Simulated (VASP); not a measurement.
Crystal: CdTe.

```xyz
2
Lattice="0.0000 3.1617 3.1617 3.1617 0.0000 3.1617 3.1617 3.1617 0.0000" Properties=species:S:1:pos:R:3 pbc="T T T"
Te    4.7425    4.7425    4.7425
Cd    0.0000    0.0000    0.0000
```

This cell differs from its parent crystal: volume scaled by 0.96.

Base run:

- Program: VASP 6.6.1
- Functional: PBEsol
- Potentials or basis: VASP PAW PBE potentials, release 64 (Te, Cd)
- Cutoff: 520 eV
- k mesh: 7 × 7 × 7
- Occupations: fermi-dirac, width 0.05 eV
- Spin: no spin polarisation

Its results: band gap on the k mesh 0.88 eV, direct; pressure 4.1 GPa.

Problem. After a change of settings the same cell gave: band gap on the k mesh 1.00 eV, direct; pressure 6.8 GPa. Which change was it?
A. functional from PBEsol to PBE; further incar settings from ALGO = Normal; EDIFF = 1e-06; NBANDS = 16 to ALGO = Normal; EDIFF = 1e-07; NBANDS = 16
B. functional from PBEsol to RPBE; dispersion from none to D3(BJ)
C. functional from PBEsol to r2SCAN; dispersion from none to D3(BJ)
D. functional from PBEsol to revPBE; dispersion from none to D4

Solution. A.

Caveats: spin-orbit coupling is left out, which moves the levels of the heavy elements; the PAW data sets were made with another functional, which shifts forces and pressure a little (some runs).
